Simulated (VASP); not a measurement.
Here is a VASP 6.6.1 calculation.

The input INCAR:

```
SYSTEM = SiC
ALGO = Normal
EDIFF = 1E-6
ENCUT = 520
GGA = PS
ISIF = 2
ISMEAR = 0
LASPH = .True.
LCHARG = .False.
LREAL = .False.
LWAVE = .False.
NBANDS = 26
NELM = 100
PREC = Accurate
SIGMA = 0.05
```

Contents of KPOINTS:

```
k-points
0
Gamma
  12 12 4
  0 0 0
```

File POSCAR:

```
SiC
1.0
    3.0062000000      0.0000000000      0.0000000000
   -1.5031000000      2.6034455689      0.0000000000
    0.0000000000      0.0000000000     10.0758090153
Si C
4 4
Direct
    0.6666666667      0.3333333333      0.9378278494
    0.3333333333      0.6666666667      0.4378278494
    0.0000000000      0.0000000000      0.6878973398
    0.0000000000      0.0000000000      0.1878973398
    0.6666666667      0.3333333333      0.7498191768
    0.3333333333      0.6666666667      0.2498191768
    0.0000000000      0.0000000000      0.5004546340
    0.0000000000      0.0000000000      0.0004546340
```

Potentials or basis: VASP PAW PBE potentials, release 64 (Si, C).

Run with:

```bash
$ cat potpaw_PBE.64/Si/POTCAR potpaw_PBE.64/C/POTCAR > POTCAR
$ mpirun -np 1 vasp_std > vasp.out
```

Q: Estimate the largest force.

A: 0.296 eV/Å.

Q: What does it give for the band gap on the k mesh?

A: 2.00 eV, indirect (least direct gap 3.21 eV).

Q: Predict the pressure.

A: 12.1 GPa.

Forces on the atoms (eV/Å):
```
Si   0.000  0.000 -0.277
Si   0.000  0.000 -0.277
Si   0.000  0.000 -0.290
Si   0.000  0.000 -0.290
C    0.000  0.000  0.296
C    0.000  0.000  0.296
C    0.000  0.000  0.270
C    0.000  0.000  0.270
```

Caveat: the PAW data sets were made with another functional, which shifts forces and pressure a little. A k mesh can miss the band edges.
